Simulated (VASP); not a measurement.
Runs of VASP 6.6.1 on Al5O3. The structure is that of space group P4/mmm (No. 123), or close to it. The cells are those of the table. 

```tsv
task	spin	cell	k mesh	cutoff (eV)	k mesh for the DOS	occupations for the DOS	gap on the mesh (eV)	pressure (GPa)	moment (μB)	relaxed volume (Å³/atom)	largest force (eV/Å)
single point	off	a = 2.660, b = 2.660, c = 13.553 Å, 8 atoms	6 × 6 × 2	520	-	-	none	0.1	-	-	0.01
relaxation of cell and atoms	off	relaxed from a = 3.150, b = 3.150, c = 11.040 Å, 8 atoms	6 × 6 × 2	600	-	-	none	0.0	-	11.98	0.03
relaxation of cell and atoms	off	relaxed from a = 2.660, b = 2.660, c = 13.553 Å, 8 atoms	14 × 14 × 4	600	-	-	none	0.0	-	(a)	-
single point	collinear, ferromagnetic start	a = 2.660, b = 2.660, c = 13.553 Å, 8 atoms	6 × 6 × 2	520	-	-	none	0.1	0.00	-	0.01
single point	off	a = 2.630, b = 2.630, c = 14.058 Å, 8 atoms	14 × 14 × 4	520	-	-	none	0.0	-	-	-
single point	off	a = 3.150, b = 3.150, c = 11.040 Å, 8 atoms	6 × 6 × 2	520	-	-	none	-10.1	-	-	1.22
single point	collinear, ferromagnetic start	a = 3.150, b = 3.150, c = 11.040 Å, 8 atoms	6 × 6 × 2	520	-	-	none	-10.1	0.00	-	1.22
```

Alike in all rows: level PBE; potentials or basis VASP PAW PBE potentials, release 64 (Al, O); smearing gaussian 0.1 eV.

**Question.** Estimate the missing entries.

**Answer.** (a) 12.14.

Caveats: some runs use coarse meshes; an odd number of electrons without spin polarisation forces a metal (some runs); a magnetic or distorted state may lie lower (some runs); forces of over 1 eV/Å act on the atoms, so gaps and moduli don't describe the material at rest (some runs).

A gap of «none» marks levels without a gap at the run's occupations.
